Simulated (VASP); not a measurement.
A run of VASP 6.6.1:

INCAR

```
PREC = Accurate ; ENCUT = 520
EDIFF = 1E-6 ; ISMEAR = -1
SIGMA = 0.05 ; LREAL = False
LASPH = True ; NELM = 60
ALGO = Normal ; ISIF = 2
LWAVE = False ; LCHARG = False
NBANDS = 29
```

File KPOINTS:

```
regular mesh
0
Gamma
  10 10 4
```

POSCAR

```
Ti3Se
1.0
    3.1321732920      0.0000000000      0.0000000000
   -1.5660866460      2.7125416399      0.0000000000
    0.0000000000      0.0000000000      7.7806026671
Se Ti
1 3
Direct
    0.0000000000      0.0000000000      0.0000000000
    0.6666666667      0.3333333333      0.5000000000
    0.3333333333      0.6666666667      0.7729020000
    0.3333333333      0.6666666667      0.2270980000
```

Potentials or basis: VASP PAW LDA potentials, release 64 (Se, Ti_sv).

Run with:

```console
$ cat potpaw_LDA.64/Se/POTCAR potpaw_LDA.64/Ti_sv/POTCAR > POTCAR
$ mpirun -np 1 vasp_std > vasp.out
```

Hardware: 1 thread of Intel(R) Xeon(R) 6975P-C (Granite Rapids), on a shared host.

Problem. Estimate the wall time of this run.

Solution. Wall time 30 s on 1 thread of Intel(R) Xeon(R) 6975P-C (Granite Rapids), on a shared host, peak memory 0.19 GiB. Counts: scf iterations 15, k points 42.
